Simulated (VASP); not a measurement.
# TiC (I4mm) in VASP: further runs

TiC is run at these levels: r2SCAN; tasks: single point.

Everything below comes from runs of VASP 6.6.1. Logs are shortened: lines on timing, memory, paths and dates and some standing lists are left out, and cuts for length are marked.

### Step 1. The cell of the first run

The structure is tetragonal, space group I4mm (No. 107). The conventional cell has a = 3.060 Å, b = 3.060 Å, c = 4.328 Å, α = 90.00°, β = 90.00°, γ = 90.00°. Ti (site symmetry 4mm) has 6 C at 2.06 to 2.26 Å within 2.7 Å. C (site symmetry 4mm) has 6 Ti at 2.06 to 2.26 Å within 2.7 Å.

### Step 2. Single point, r2SCAN (all C atoms moved -0.100 Å, as atom 2 along Cartesian [0 1 0])

Input file POSCAR:

```
TiC
1.0
    0.0000000000      2.1640000000      2.1640000000
    2.1640000000      0.0000000000      2.1640000000
    2.1640000000      2.1640000000      0.0000000000
Ti C
1 1
Direct
    0.0000000000      0.0000000000      0.0000000000
    0.4768946396      0.5231053604      0.4768946396
```

Input file INCAR.step1:

```
SYSTEM = TiC
  PREC = Accurate
  ENCUT = 520
  ISMEAR = 0
  SIGMA = 0.15
  LREAL = .False.
  LASPH = .True.
  NELM = 100
  NBANDS = 15
  GGA = PE
  ALGO = Normal
  EDIFF = 1E-4
  LWAVE = .True.
  LCHARG = .False.
```

Input file INCAR.step2:

```
SYSTEM = TiC
  PREC = Accurate
  ENCUT = 520
  EDIFF = 1E-6
  ISMEAR = 0
  SIGMA = 0.15
  LREAL = .False.
  LASPH = .True.
  NELM = 100
  ALGO = Normal
  ISIF = 2
  LWAVE = .False.
  LCHARG = .False.
  METAGGA = R2SCAN
  LMIXTAU = .True.
  NBANDS = 15
  ISTART = 1
```

Input file KPOINTS:

```
Automatic mesh
0
Gamma
  18 18 18
  0 0 0
```

Potentials or basis: VASP PAW PBE potentials, release 64 (Ti_sv, C).

Run with:

```sh
> cat potpaw_PBE.64/Ti_sv/POTCAR potpaw_PBE.64/C/POTCAR > POTCAR
> cp INCAR.step1 INCAR
> mpirun -np 1 vasp_std > vasp.out
> cp INCAR.step2 INCAR
> mpirun -np 1 vasp_std > vasp.out
```

OUTCAR:

```text
SYSTEM = TiC
   PREC = Accurate
   ENCUT = 520
   EDIFF = 1E-6
   ISMEAR = 0
   LREAL = .False.
   LASPH = .True.
   NELM = 100
   ISIF = 2
   METAGGA = R2SCAN
   ISTART = 1

 ion  position               nearest neighbor table
   1  0.000  0.000  0.000-   2 2.06   2 2.17   2 2.17   2 2.17   2 2.17   2 2.26
   2  0.477  0.523  0.477-   1 2.06   1 2.17   1 2.17   1 2.17   1 2.17   1 2.26

  LATTYP: Found a face centered cubic cell.
 ALAT       =     4.3280000000

  Lattice vectors:

 A1 = (   0.0000000000,   2.1640000000,   2.1640000000)
 A2 = (   2.1640000000,   0.0000000000,   2.1640000000)
 A3 = (   2.1640000000,   2.1640000000,   0.0000000000)

Analysis of symmetry for initial positions (statically):
=====================================================================
 Subroutine PRICEL returns:
 Original cell was already a primitive cell.

 Routine SETGRP: Setting up the symmetry group for a
 face centered cubic supercell.

 Subroutine GETGRP returns: Found  8 space group operations
 (whereof  8 operations were pure point group operations)
 out of a pool of 48 trial point group operations.

The static configuration has the point symmetry C_4v.

Analysis of symmetry for dynamics (positions and initial velocities):
=====================================================================
 Subroutine PRICEL returns:
 Original cell was already a primitive cell.

 Routine SETGRP: Setting up the symmetry group for a
 face centered cubic supercell.

 Subroutine GETGRP returns: Found  8 space group operations
 (whereof  8 operations were pure point group operations)
 out of a pool of 48 trial point group operations.

The dynamic configuration has the point symmetry C_4v.

 Subroutine INISYM returns: Found  8 space group operations
 (whereof  8 operations are pure point group operations),
 and found     1 'primitive' translations

----------------------------------------------------------------------------------------

                                     Primitive cell

  volume of cell :      20.2676

  direct lattice vectors                    reciprocal lattice vectors
     0.000000000  2.164000000  2.164000000    -0.231053604  0.231053604  0.231053604
     2.164000000  0.000000000  2.164000000     0.231053604 -0.231053604  0.231053604
     2.164000000  2.164000000  0.000000000     0.231053604  0.231053604 -0.231053604

  length of vectors
     3.060358149  3.060358149  3.060358149     0.400196582  0.400196582  0.400196582

  position of ions in fractional coordinates (direct lattice)
     0.000000000  0.000000000  0.000000000
     0.476894640  0.523105360  0.476894640

  ion indices of the primitive-cell ions
   primitive index   ion index
                 1           1
                 2           2

----------------------------------------------------------------------------------------

 KPOINTS: Automatic mesh

Automatic generation of k-mesh.
 Grid dimensions read from file:
 generate k-points for:   18   18   18

 Generating k-lattice:

  Cartesian coordinates                     Fractional coordinates (reciprocal lattice)
    -0.012836311  0.012836311  0.012836311     0.055555556  0.000000000  0.000000000
     0.012836311 -0.012836311  0.012836311     0.000000000  0.055555556  0.000000000
     0.012836311  0.012836311 -0.012836311     0.000000000  0.000000000  0.055555556

  Length of vectors
     0.022233143  0.022233143  0.022233143

  Shift w.r.t. Gamma in fractional coordinates (k-lattice)
     0.000000000  0.000000000  0.000000000

 Subroutine IBZKPT returns following result:
 ===========================================

 Found    480 irreducible k-points:

 Following reciprocal coordinates:
            Coordinates               Weight
  0.000000  0.000000  0.000000      1.000000
  0.055556  0.000000  0.000000      8.000000
  0.111111  0.000000  0.000000      8.000000
  0.166667  0.000000  0.000000      8.000000
  0.222222  0.000000  0.000000      8.000000
  0.277778  0.000000  0.000000      8.000000
[... 16 lines left out ...]
  0.388889  0.055556  0.000000     16.000000
  0.055556  0.000000  0.388889      8.000000
 [... further k-points ...]
   k-points           NKPTS =    480   k-points in BZ     NKDIM =    480   number of bands    NBANDS=     15
   number of dos      NEDOS =    301   number of ions     NIONS =      2
   total plane-waves  NPLWV =  13824
   dimension x,y,z NGX =    24 NGY =   24 NGZ =   24
   dimension x,y,z NGXF=    48 NGYF=   48 NGZF=   48
   ions per type =               1   1
   NGX,Y,Z   is equivalent  to a cutoff of  13.04, 13.04, 13.04 a.u.
   NGXF,Y,Z  is equivalent  to a cutoff of  26.07, 26.07, 26.07 a.u.
 SYSTEM =  TiC
   PREC   = accura    normal or accurate (medium, high low for compatibility)
   ISTART =      1    job   : 0-new  1-cont  2-samecut
   ICHARG =      0    charge: 1-file 2-atom 10-const
   ISPIN  =      1    spin polarized calculation?
   LNONCOLLINEAR =      F non collinear calculations
   LSORBIT =      F    spin-orbit coupling
   LASPH  =      T    aspherical Exc in radial PAW
   ENCUT  =  520.0 eV  38.22 Ry    6.18 a.u.   5.69  5.69  5.69*2*pi/ulx,y,z
   NELM   =    100;   NELMIN=  2; NELMDL=  0     # of ELM steps
   EDIFF  = 0.1E-05   stopping-criterion for ELM
   LREAL  =      F    real-space projection
   EDIFFG = 0.1E-04   stopping-criterion for IOM
   NSW    =      0    number of steps for IOM
   IBRION =     -1    ionic relax: 0-MD 1-quasi-New 2-CG
   NFREE  =      0    steps in history (QN), initial steepest desc. (CG)
   ISIF   =      2    stress and relaxation
   ISYM   =      2    0-nonsym 1-usesym 2-fastsym
   POTIM  = 0.5000    time-step for ionic-motion
   TEBEG  =    0.0;   TEEND  =   0.0 temperature during run
   PSTRESS=    0.0 pullay stress
   NELECT =      16.0000    total number of electrons
   NUPDOWN=      -1.0000    fix difference up-down
   EMIN   =  10.00;   EMAX   =-10.00  energy-range for DOS
   EFERMI =   0.00;   METHOD = LEGACY
   ISMEAR =     0;   SIGMA  =   0.15  broadening in eV -4-tet -1-fermi 0-gaus
   EFERMI_NEDOS =   21; number of points for ismear=-14 and -15
   IALGO  =     38    algorithm
   IMIX   =      4    mixing-type and parameters
     AMIX     =   0.40;   BMIX     =  1.00
     AMIX_MAG =   1.60;   BMIX_MAG =  1.00
  volume/ion in A,a.u.               =      10.13        68.39
  Fermi-wavevector in a.u.,A,eV,Ry     =   1.513030  2.859212 31.147275  2.289260
  Thomas-Fermi vector in A             =   2.622876
   LORBIT       =      0    0 simple, 1 ext, 2 COOP (PROOUT), +10 PAW based schemes
   METAGGA = R2SCAN    functional components
   LHFCALC =     F    Hartree Fock is set to
   AEXX    =    0.0000 exact exchange contribution
   IVDW    =     0    specifies the selected vdW correction
   LEPSILON=     F    determine dielectric tensor
   LRPA    =     F    only Hartree local field effects (RPA)
 non-spin polarized calculation
 Gauss-broadening in eV      SIGMA  =   0.15
  energy-cutoff  :      520.00
  volume of cell :       20.27
 maximum number of plane-waves:       568
   NGX = 11   NGY = 11   NGZ = 11

 number of electron      16.0000001 magnetization

 Free energy of the ion-electron system (eV)
  ---------------------------------------------------
  ext. energy  EPLUGINS =         0.00000000
  ---------------------------------------------------
  free energy    TOTEN  =       -24.82442405 eV

  energy without entropy =      -24.82167404  energy(sigma->0) =      -24.82304904

 E-fermi :   9.5746     XC(G=0): -13.5950

 val. band max:        9.5582234166   @ k =   0.2222   0.0000   0.2778
 cond. band min:       9.5765910019   @ k =   0.3889   0.3889   0.0000
 fundamental gap:      0.0183675853
 Fermi energy:         9.5745668544

 k-point     1 :       0.0000    0.0000    0.0000
  band No.  band energies     occupation
      1     -49.4495      2.00000
      2     -24.4289      2.00000
      3     -24.4288      2.00000
      4     -24.4270      2.00000
      5      -3.6895      2.00000
      6      10.0188      0.00003
      7      10.0188      0.00003
      8      10.3277      0.00000
      9      10.3863      0.00000
     10      11.2433      0.00000
     11      11.5794      0.00000
     12      11.5794      0.00000
     13      12.1835      0.00000
     14      20.7026      0.00000
     15      24.3064      0.00000

 k-point     2 :       0.0556    0.0000    0.0000
  band No.  band energies     occupation
      1     -49.4472      2.00000
      2     -24.4447      2.00000
      3     -24.4303      2.00000
      4     -24.4288      2.00000
      5      -3.6176      2.00000
      6       9.5368      1.27827
      7       9.8247      0.01837
      8      10.1722      0.00000
      9      10.4978      0.00000
     10      10.8213      0.00000
     11      11.5523      0.00000
     12      12.3019      0.00000
     13      12.6709      0.00000
     14      20.8404      0.00000
     15      24.3261      0.00000

 k-point     3 :       0.1111    0.0000    0.0000
  band No.  band energies     occupation
      1     -49.4406      2.00000
      2     -24.4913      2.00000
      3     -24.4346      2.00000
      4     -24.4331      2.00000
      5      -3.4054      2.00000
      6       8.7743      2.00000
      7       9.2350      1.99863
      8       9.5221      1.37895
      9      10.6719      0.00000
     10      10.7694      0.00000
     11      11.7989      0.00000
     12      13.2544      0.00000
     13      13.5029      0.00000
     14      21.1904      0.00000
     15      24.3290      0.00000
[... 343 lines left out ...]
 k-point    23 :       0.3889    0.0556    0.0000
  band No.  band energies     occupation
      1     -49.3841      2.00000
      2     -24.8655      2.00000
      3     -24.4782      2.00000
      4     -24.4724      2.00000
      5      -1.0651      2.00000
      6       4.5839      2.00000
      7       6.6397      2.00000
      8       6.8880      2.00000
      9      12.0083      0.00000
     10      12.4003      0.00000
     11      13.3592      0.00000
     12      16.8577      0.00000
     13      17.4404      0.00000
     14      19.7826      0.00000
     15      25.8270      0.00000

 k-point    24 :       0.0556    0.0000    0.3889
  band No.  band energies     occupation
      1     -49.3840      2.00000
      2     -24.8657      2.00000
      3     -24.4793      2.00000
      4     -24.4715      2.00000
      5      -1.0637      2.00000
      6       4.5883      2.00000
      7       6.6597      2.00000
      8       6.8544      2.00000
      9      12.0097      0.00000
     10      12.4154      0.00000
     11      13.3805      0.00000
     12      16.8209      0.00000
     13      17.4157      0.00000
     14      19.8226      0.00000
     15      25.7921      0.00000

 [... further k-points ...]

------------------------ aborting loop because EDIFF is reached ----------------------------------------

  FORCE on cell =-STRESS in cart. coord.  units (eV):
  Direction    XX          YY          ZZ          XY          YZ          ZX
  --------------------------------------------------------------------------------------
  -------------------------------------------------------------------------------------
  Total        0.1467727      0.5053802      0.1467727      0.0000000      0.0000000     -0.0000000
  in kB       11.6025653     39.9509404     11.6025653      0.0000000      0.0000000     -0.0000000
  external PRESSURE =      21.0520237 kB  Pullay stress =       0.0000000 kB

 VOLUME and BASIS-vectors are now :
 -----------------------------------------------------------------------------
  energy-cutoff  :      520.00
  volume of cell :       20.27
      direct lattice vectors                 reciprocal lattice vectors
     0.000000000  2.164000000  2.164000000    -0.231053604  0.231053604  0.231053604
     2.164000000  0.000000000  2.164000000     0.231053604 -0.231053604  0.231053604
     2.164000000  2.164000000  0.000000000     0.231053604  0.231053604 -0.231053604

 POSITION                                       TOTAL-FORCE (eV/Angst)
 -----------------------------------------------------------------------------------
      0.00000      0.00000      0.00000         0.000000     -0.895790      0.000000
      2.16400      2.06400      2.16400         0.000000      0.895790      0.000000
 -----------------------------------------------------------------------------------
    total drift:                               -0.000000      0.000376      0.000000

  FREE ENERGIE OF THE ION-ELECTRON SYSTEM (eV)
  ---------------------------------------------------
  free  energy   TOTEN  =       -24.8244240484 eV

  energy  without entropy=      -24.8216740394  energy(sigma->0) =      -24.82304904
```

Wall time 8.1 min (1 thread of Intel Xeon 8259CL, shared host); peak memory 0.27 GiB.

Results:

```
Free energy            : -24.8244 eV
Pressure               : 2.1 GPa
Largest force          : 0.896 eV/Å
Band gap on the k mesh : zero (bands 8 and 9 overlap by 1.32 eV)
```

Forces on the atoms (eV/Å):
```
Ti   0.000 -0.896  0.000
C    0.000  0.896  0.000
```

Stress tensor (GPa, compression positive):
```
1.16 0.00 0.00
0.00 4.00 0.00
0.00 0.00 1.16
```

Caveat: the cell differs from its parent crystal (all C atoms moved -0.100 Å, as atom 2 along Cartesian [0 1 0]); the PAW data sets were made with another functional, which shifts forces and pressure a little.

### Step 3. Single point, r2SCAN (all C atoms moved +0.075 Å, as atom 2 along Cartesian [0 1 0])

Edit POSCAR of step 2 so:

```diff
@@ -9,2 +9,2 @@
     0.0000000000      0.0000000000      0.0000000000
-    0.4768946396      0.5231053604      0.4768946396
+    0.5173290203      0.4826709797      0.5173290203
```

Input file INCAR.step1:

```
SYSTEM = TiC
PREC = Accurate ; ENCUT = 520
ISMEAR = 0 ; SIGMA = 0.15
LREAL = .FALSE. ; LASPH = .TRUE.
NELM = 100 ; NBANDS = 15
GGA = PE ; ALGO = Normal
EDIFF = 1E-4 ; LWAVE = .TRUE.
LCHARG = .FALSE.
```

Input file INCAR.step2:

```
SYSTEM = TiC
PREC = Accurate ; ENCUT = 520
EDIFF = 1E-7 ; ISMEAR = 0
SIGMA = 0.15 ; LREAL = .FALSE.
LASPH = .TRUE. ; NELM = 100
ALGO = Normal ; ISIF = 2
LWAVE = .FALSE. ; LCHARG = .FALSE.
METAGGA = R2SCAN ; LMIXTAU = .TRUE.
NBANDS = 15 ; ISTART = 1
```

Input file KPOINTS:

```
regular mesh
0
G
  18 18 18
  0 0 0
```

Potentials or basis: VASP PAW PBE potentials, release 64 (Ti_sv, C).

Run with:

```sh
> cat potpaw_PBE.64/Ti_sv/POTCAR potpaw_PBE.64/C/POTCAR > POTCAR
> cp INCAR.step1 INCAR
> mpirun -np 1 vasp_std > vasp.out
> cp INCAR.step2 INCAR
> mpirun -np 1 vasp_std > vasp.out
```

Run time: 9.7 min. Hardware: 1 thread of Intel Xeon 8259CL, shared host; peak memory 0.27 GiB.

It converged, with:

- Free energy: -24.8442 eV
- Pressure: 1.6 GPa
- Largest force: 0.687 eV/Å
- Band gap on the k mesh: zero (bands 8 and 9 overlap by 1.36 eV)

Forces in eV/Å, atoms in the order of the input:
```
Ti   0.000  0.687  0.000
C    0.000 -0.687  0.000
```

Stress tensor (GPa, compression positive):
```
1.07 0.00 0.00
0.00 2.65 0.00
0.00 0.00 1.07
```

Levels at points of the mesh, in eV from the Fermi level:
```
           k point  band 6  band 7  band 8  band 9  band 10  band 11
(0.00, 0.00, 0.00)    0.60    0.60    0.83    0.99     1.69     1.88
(0.50, 0.00, 0.00)   -6.13   -3.17   -3.16    3.11     3.12     4.36
(0.50, 0.50, 0.00)   -3.72   -1.75   -0.22    0.03     2.78     3.75
(0.50, 0.00, 0.50)   -3.70   -1.56   -0.18   -0.18     2.71     3.75
```

Caveat: the cell differs from its parent crystal (all C atoms moved +0.075 Å, as atom 2 along Cartesian [0 1 0]); the PAW data sets were made with another functional, which shifts forces and pressure a little.

[end of part 1 of 2]
